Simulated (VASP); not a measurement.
Input of a VASP 6.6.1 run:

The input INCAR:

```
PREC = Accurate
ENCUT = 520
EDIFF = 1E-7
ISMEAR = 0
SIGMA = 0.05
LREAL = False
LASPH = True
NELM = 60
ALGO = Normal
ISIF = 2
LWAVE = False
LCHARG = False
NBANDS = 26
```

File KPOINTS:

```
regular mesh
0
Gamma
  8 8 8
```

File POSCAR:

```
C
1.0
   -2.3380863495      2.3380863495      2.4465542730
    2.3380863495     -2.3380863495      2.4465542730
    2.3380863495      2.3380863495     -2.4465542730
C
8
Direct
    0.3254710859      0.0000000000      0.0000000000
    0.6745289141      0.6745289141      0.6745289141
    0.0000000000      0.3254710859      0.0000000000
    0.0000000000      0.0000000000      0.3254710859
    0.0000000000      0.6745289141      0.0000000000
    0.3254710859      0.3254710859      0.3254710859
    0.6745289141      0.0000000000      0.0000000000
    0.0000000000      0.0000000000      0.6745289141
```

Potentials or basis: VASP PAW LDA potentials, release 64 (C).

Command:

```bash
$ cat potpaw_LDA.64/C/POTCAR > POTCAR
$ mpirun -np 1 vasp_std > vasp.out
```

Task: Estimate the pressure.

Result: 19.1 GPa.

Task: Estimate the largest force.

Result: 1.109 eV/Å.

Task: Estimate the band gap on the k mesh.

Result: 2.32 eV, indirect (least direct gap 2.85 eV).

Forces in eV/Å, atoms in the order of the input:
```
C   -0.669  0.669 -0.578
C   -0.669 -0.669  0.578
C    0.669 -0.669 -0.578
C    0.669  0.669  0.578
C   -0.669  0.669  0.578
C    0.669  0.669 -0.578
C    0.669 -0.669  0.578
C   -0.669 -0.669 -0.578
```

Caveat: the cell differs from its parent crystal (strain -0.030 along x and y, +0.015 along z); forces of over 1 eV/Å act on the atoms, so gaps and moduli don't describe the material at rest. A k mesh can miss the band edges.
